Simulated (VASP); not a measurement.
# BeCd2S3 (Cmmm) in VASP: notebook, part 2 of 2

VASP 6.6.1. Earlier steps stand in the parts before.

**5. Relaxation of cell and atoms, PBE**

INCAR

```
ALGO = Normal
EDIFF = 1E-7
EDIFFG = -0.04
ENCUT = 600
GGA = PE
IBRION = 2
ISIF = 3
ISMEAR = 0
LASPH = T
LCHARG = F
LREAL = F
LWAVE = F
NELM = 100
NSW = 90
PREC = Accurate
SIGMA = 0.1
```

KPOINTS

```
k-points
0
Gamma
  4 4 4
```

POSCAR

```
BeCd2S3
1.0
    2.1127876900     -7.0962108800      0.0000000000
    2.1127876900      7.0962108800      0.0000000000
    0.0000000000      0.0000000000      4.3725522100
Be Cd S
1 2 3
Direct
    0.0000000000      0.0000000000      0.0000000000
    0.1250000000      0.8750000000      0.5000000000
    0.8750000000      0.1250000000      0.5000000000
    0.5000000000      0.5000000000      0.5000000000
    0.3150000000      0.6850000000      0.0000000000
    0.6850000000      0.3150000000      0.0000000000
```

Potentials or basis: VASP PAW PBE potentials, release 64 (Be, Cd, S).

The run is started by

```bash
> cat potpaw_PBE.64/Be/POTCAR potpaw_PBE.64/Cd/POTCAR potpaw_PBE.64/S/POTCAR > POTCAR
> mpirun -np 1 vasp_std > vasp.out
```

OUTCAR:

```text
EDIFF = 1E-7
   EDIFFG = -0.04
   ENCUT = 600
   GGA = PE
   IBRION = 2
   ISIF = 3
   ISMEAR = 0
   LASPH = T
   LREAL = F
   NELM = 100
   NSW = 90
   PREC = Accurate

 ion  position               nearest neighbor table
   1  0.000  0.000  0.000-   2 2.82   3 2.82   2 2.82   3 2.82
   2  0.125  0.875  0.500-   4 2.76   4 2.76   1 2.82   1 2.82   6 3.16   6 3.16   6 3.16   6 3.16
                             3 3.55
   3  0.875  0.125  0.500-   4 2.76   4 2.76   1 2.82   1 2.82   5 3.16   5 3.16   5 3.16   5 3.16
                             2 3.55
   4  0.500  0.500  0.500-   2 2.76   3 2.76   2 2.76   3 2.76
   5  0.315  0.685  0.000-   3 3.16   3 3.16   3 3.16   3 3.16
   6  0.685  0.315  0.000-   2 3.16   2 3.16   2 3.16   2 3.16

  LATTYP: Found a base centered orthorhombic cell.
 ALAT       =     4.2255753800
 B/A-ratio  =     3.3586956766
[... 195 lines left out ...]
  Total       -8.9661098      0.3244849     -6.2421472      0.0000000      0.0000000      0.0000000
  in kB     -109.5638452      3.9651321    -76.2776348      0.0000000      0.0000000      0.0000000
  external PRESSURE =     -60.6254493 kB  Pullay stress =       0.0000000 kB
[... 1336 lines left out ...]
     25       6.9093      0.00000
     26       7.3639      0.00000

[... ionic steps 4 to 24 ...]

--------------------------------------- Ionic step       25  -------------------------------------------

 number of electron      44.0000053 magnetization

------------------------ aborting loop because EDIFF is reached ----------------------------------------
[... 75 lines left out ...]
--------------------------------------- Ionic step       27  -------------------------------------------

 number of electron      44.0000050 magnetization

 Free energy of the ion-electron system (eV)
  ---------------------------------------------------
  ext. energy  EPLUGINS =         0.00000000
  ---------------------------------------------------
  free energy    TOTEN  =       -17.65224984 eV

  energy without entropy =      -17.64181728  energy(sigma->0) =      -17.64703356

 E-fermi :   2.7015     XC(G=0):  -9.1378

 val. band max:        2.2954606073   @ k =   0.5000   0.0000   0.5000
 cond. band min:       2.7305041005   @ k =   0.2500   0.2500   0.0000
 fundamental gap:      0.4350434932
 Fermi energy:         2.7015163708
[... 640 lines left out ...]
  FREE ENERGIE OF THE ION-ELECTRON SYSTEM (eV)
  ---------------------------------------------------
  free  energy   TOTEN  =       -17.6522498361 eV

  energy  without entropy=      -17.6418172767  energy(sigma->0) =      -17.64703356

 reached required accuracy - stopping structural energy minimisation
```

OSZICAR:

```text
N       E                     dE             d eps       ncg     rms          rms(c)
DAV:   1     0.306024725743E+03    0.30602E+03   -0.22876E+04  1092   0.172E+03
[... 321 lines left out ...]
DAV:   3    -0.176524042917E+02    0.75630E-03   -0.24130E-03  1188   0.373E-01    0.224E-01
DAV:   4    -0.176522623511E+02    0.14194E-03   -0.37278E-04  1250   0.116E-01    0.341E-02
DAV:   5    -0.176522464194E+02    0.15932E-04   -0.10825E-04  1272   0.974E-02    0.282E-02
DAV:   6    -0.176522482701E+02   -0.18507E-05   -0.10298E-05  1150   0.207E-02    0.228E-02
DAV:   7    -0.176522493319E+02   -0.10618E-05   -0.35035E-06  1254   0.177E-02    0.504E-03
DAV:   8    -0.176522497740E+02   -0.44209E-06   -0.31315E-07  1074   0.363E-03    0.167E-03
DAV:   9    -0.176522498361E+02   -0.62068E-07   -0.63333E-08   582   0.123E-03
  27 F= -.17652250E+02 E0= -.17647034E+02  d E =-.656008E-03
```

It took 19 min on 1 thread of Intel Xeon 6975P-C (Granite Rapids), shared host; peak memory 0.42 GiB.

What came out:

```yaml
Free_energy: -17.6522 eV
Relaxed_volume: 22.68 Å³/atom
Relaxed_cell: a = 11.104 Å, b = 11.104 Å, c = 3.557 Å, α = 90.00°, β = 90.00°, γ = 161.93°
Space_group_after_relaxing_to_0.05_Å: Cmmm (No. 65)
Energy_gained_by_relaxing: 601.3 meV/atom
Ionic_steps: 27
Pressure_after_relaxing: -0.1 GPa
Largest_force_after_relaxing: 0.007 eV/Å
Band_gap_on_the_k_mesh: zero (band 22 reaches 2.84 eV, above the bottom of band 23 at 1.65 eV)
```

Forces on the atoms (eV/Å):
```
Be   0.000  0.000  0.000
Cd   0.000 -0.007  0.000
Cd   0.000  0.007  0.000
S    0.000  0.000  0.000
S    0.000 -0.002  0.000
S    0.000  0.002  0.000
```

Stress tensor (GPa, compression positive):
```
 0.06  0.00  0.00
 0.00  0.03  0.00
 0.00  0.00 -0.25
```

Step by step:
```tsv
step	energy change (eV)	largest force (eV/Å)	pressure (GPa)	volume (Å³)
1	0.0000	0.4168	-6.06	131.11
2	-0.7824	0.8169	-0.86	115.86
3	-0.9717	1.1808	4.03	107.72
4	-1.5915	0.8747	4.70	105.54
5	-2.1324	0.6299	18.02	96.42
6	-2.3497	0.3618	11.14	99.71
7	-2.9946	0.3288	3.99	109.08
8	-3.2480	0.4896	0.07	117.52
9	-3.3294	0.7435	-3.73	134.68
10	-3.3477	0.7009	-2.90	129.37
11	-3.4683	0.4528	-0.02	129.25
12	-3.4683	0.4500	0.01	129.25
13	-3.4917	0.4075	0.14	129.28
14	-3.5347	0.2807	0.56	129.32
15	-3.5107	0.0594	2.02	129.31
16	-3.5417	0.1998	1.02	129.34
17	-3.5580	0.1930	0.62	130.27
18	-3.5831	0.1701	-0.46	133.09
19	-3.5838	0.1631	-0.70	133.67
20	-3.5952	0.1003	-0.33	133.44
21	-3.6010	0.0274	0.18	133.12
22	-3.6010	0.0260	0.21	133.11
23	-3.6030	0.0229	0.22	133.50
24	-3.6065	0.0090	0.24	134.68
25	-3.6069	0.0055	0.24	135.25
26	-3.6071	0.0127	-0.29	136.74
27	-3.6075	0.0075	-0.05	136.07
```

Final structure:
```cif
data_structure
_symmetry_space_group_name_H-M 'P 1'
_symmetry_Int_Tables_number 1
_cell_length_a 11.1045
_cell_length_b 11.1045
_cell_length_c 3.5572
_cell_angle_alpha 90.000
_cell_angle_beta 90.000
_cell_angle_gamma 161.928
_cell_volume 136.07
loop_
_atom_site_label
_atom_site_type_symbol
_atom_site_fract_x
_atom_site_fract_y
_atom_site_fract_z
_atom_site_occupancy
Be1 Be 0.00000 0.00000 0.00000 1
Cd1 Cd 0.14792 0.85208 0.50000 1
Cd2 Cd 0.85208 0.14792 0.50000 1
S1 S 0.50000 0.50000 0.50000 1
S2 S 0.33368 0.66632 0.00000 1
S3 S 0.66632 0.33368 0.00000 1
```

Levels at points of the mesh, in eV from the Fermi level:
```tsv
k point	band 18	band 19	band 20	band 21	band 22	band 23	band 24	band 25	band 26
(0.00, 0.00, 0.00)	-2.10	-2.07	-1.92	-1.80	-1.64	0.03	1.06	1.49	3.88
(0.50, 0.00, 0.00)	-1.75	-1.34	-1.27	0.03	0.03	0.25	2.32	2.95	2.95
(0.50, 0.50, 0.00)	-2.25	-2.15	-2.03	-1.87	-1.83	0.34	1.00	1.43	3.85
(0.00, 0.00, 0.50)	-2.09	-1.59	-1.23	0.05	0.14	1.56	1.63	3.28	3.29
(0.50, 0.00, 0.50)	-4.58	-4.52	-1.54	-1.33	-1.24	-1.05	-0.59	-0.41	2.69
(0.50, 0.50, 0.50)	-2.24	-1.36	-1.23	0.05	0.14	1.35	2.18	2.74	3.28
```

Caveat: the k points lie up to 0.46 Å⁻¹ apart in the final cell.

**6. Relaxation of cell and atoms, PBE**

This run uses another cell than the first one, of 24.73 Å³/atom, 1.132 times its volume.

INCAR

```
SYSTEM = BeCd2S3
ALGO     = Normal         ! electronic algorithm
EDIFF    = 1E-7           ! SCF threshold, eV
EDIFFG   = -0.04          ! ionic threshold
ENCUT    = 600            ! plane-wave cutoff, eV
GGA      = PE             ! functional
IBRION   = 2              ! ionic algorithm
ISIF     = 3              ! what is computed and relaxed
ISMEAR   = 0              ! smearing method
LASPH    = .True.         ! aspherical terms in the spheres
LCHARG   = .False.        ! write CHGCAR
LREAL    = .False.        ! projectors in reciprocal space
LWAVE    = .False.        ! write WAVECAR
NELM     = 80             ! most SCF steps
NSW      = 90             ! ionic steps
PREC     = Accurate       ! precision mode
SIGMA    = 0.1            ! smearing width, eV
```

KPOINTS

```
k-points
0
Gamma
  6 6 6
  0 0 0
```

POSCAR

```
BeCd2S3
1.0
    1.7444463422    -12.0304185117      0.0000000000
    1.7444463422     12.0304185117      0.0000000000
    0.0000000000      0.0000000000      3.5357092450
Be Cd S
1 2 3
Direct
    0.0000000000      0.0000000000      0.0000000000
    0.1445041774      0.8554958226      0.5000000000
    0.8554958226      0.1445041774      0.5000000000
    0.5000000000      0.5000000000      0.5000000000
    0.3392479461      0.6607520539      0.0000000000
    0.6607520539      0.3392479461      0.0000000000
```

Potentials or basis: VASP PAW PBE potentials, release 64 (Be, Cd, S).

The run is started by

```bash
> cat potpaw_PBE.64/Be/POTCAR potpaw_PBE.64/Cd/POTCAR potpaw_PBE.64/S/POTCAR > POTCAR
> mpirun -np 1 vasp_std > vasp.out
```

It took 12 min on 1 thread of Intel Xeon 6975P-C (Granite Rapids), shared host; peak memory 0.78 GiB.

Results (log left out):

| Quantity | Value |
| --- | --- |
| Free energy | -17.7784 eV |
| Relaxed volume | 24.87 Å³/atom |
| Relaxed cell | a = 12.163 Å, b = 12.163 Å, c = 3.545 Å, α = 90.00°, β = 90.00°, γ = 163.47° |
| Space group after relaxing (to 0.05 Å) | Cmmm (No. 65) |
| Energy gained by relaxing | 0.2 meV/atom |
| Ionic steps | 3 |
| Pressure after relaxing | 0.0 GPa |
| Largest force after relaxing | 0.011 eV/Å |
| Band gap on the k mesh | zero (band 22 reaches 2.22 eV, above the bottom of band 23 at 1.06 eV) |

Forces in eV/Å, atoms in the order of the input:
```
Be   0.000  0.000  0.000
Cd   0.000  0.006  0.000
Cd   0.000 -0.006  0.000
S    0.000  0.000  0.000
S    0.000  0.011  0.000
S    0.000 -0.011  0.000
```

Stress tensor (GPa, compression positive):
```
-0.03  0.00  0.00
 0.00  0.08  0.00
 0.00  0.00  0.01
```

The path:
```
step  energy change (eV)  largest force (eV/Å)  pressure (GPa)  volume (Å³)
   1              0.0000                0.0301            0.42       148.40
   2             -0.0006                0.0069           -0.28       149.81
   3             -0.0013                0.0107            0.02       149.20
```

Final structure:
```xyz
6
Lattice="1.7485 -12.0365 0.0000 1.7485 12.0365 0.0000 0.0000 0.0000 3.5446" Properties=species:S:1:pos:R:3 pbc="T T T"
Be    0.0000    0.0000    0.0000
Cd    1.7485    8.5585    1.7723
Cd    1.7485   -8.5585    1.7723
S     1.7485    0.0000    1.7723
S     1.7485    3.8706    0.0000
S     1.7485   -3.8706    0.0000
```

Levels at points of the mesh, in eV from the Fermi level:
```tsv
k point	band 18	band 19	band 20	band 21	band 22	band 23	band 24	band 25	band 26
(0.00, 0.00, 0.00)	-1.74	-1.73	-1.73	-1.58	-1.54	0.42	1.35	1.61	4.19
(0.50, 0.00, 0.00)	-1.39	-1.05	-0.99	0.40	0.40	0.73	2.49	3.32	3.37
(0.50, 0.50, 0.00)	-2.02	-1.75	-1.71	-1.56	-1.56	0.59	1.27	1.61	4.18
(0.00, 0.00, 0.50)	-1.56	-1.36	-0.91	0.44	0.46	1.77	2.08	3.44	3.58
(0.50, 0.00, 0.50)	-4.24	-4.21	-1.21	-0.96	-0.92	-0.70	-0.24	-0.14	3.12
(0.50, 0.50, 0.50)	-1.66	-1.23	-0.91	0.44	0.46	1.69	2.40	2.92	3.59
```

**7. Summary**

```csv
task,cell,k mesh,cutoff (eV),gap on the mesh (eV),pressure (GPa),relaxed volume (Å³/atom),largest force (eV/Å)
single point,"a = 7.404, b = 7.404, c = 4.373 Å, angles 90.0, 90.0, 146.8°, 6 atoms",4 × 4 × 4,520,none,-6.0,-,0.42
single point,"a = 12.156, b = 12.156, c = 3.536 Å, angles 90.0, 90.0, 163.5°, 6 atoms",4 × 4 × 4,520,none,0.2,-,-
single point,"a = 12.156, b = 12.156, c = 3.536 Å, angles 90.0, 90.0, 163.5°, 6 atoms",6 × 6 × 6,520,none,0.4,-,0.03
relaxation of cell and atoms,"relaxed from a = 7.404, b = 7.404, c = 4.373 Å, angles 90.0, 90.0, 146.8°, 6 atoms",4 × 4 × 4,600,none,-0.1,22.68,0.01
relaxation of cell and atoms,"relaxed from a = 12.156, b = 12.156, c = 3.536 Å, angles 90.0, 90.0, 163.5°, 6 atoms",6 × 6 × 6,600,none,0.0,24.87,0.01
```

Alike in all rows: level PBE; potentials or basis VASP PAW PBE potentials, release 64 (Be, Cd, S); no spin polarisation; smearing gaussian 0.1 eV.

Caveats: some runs use coarse meshes.

Total energies depend on the potentials used, so only differences within one code and one set of settings carry meaning.
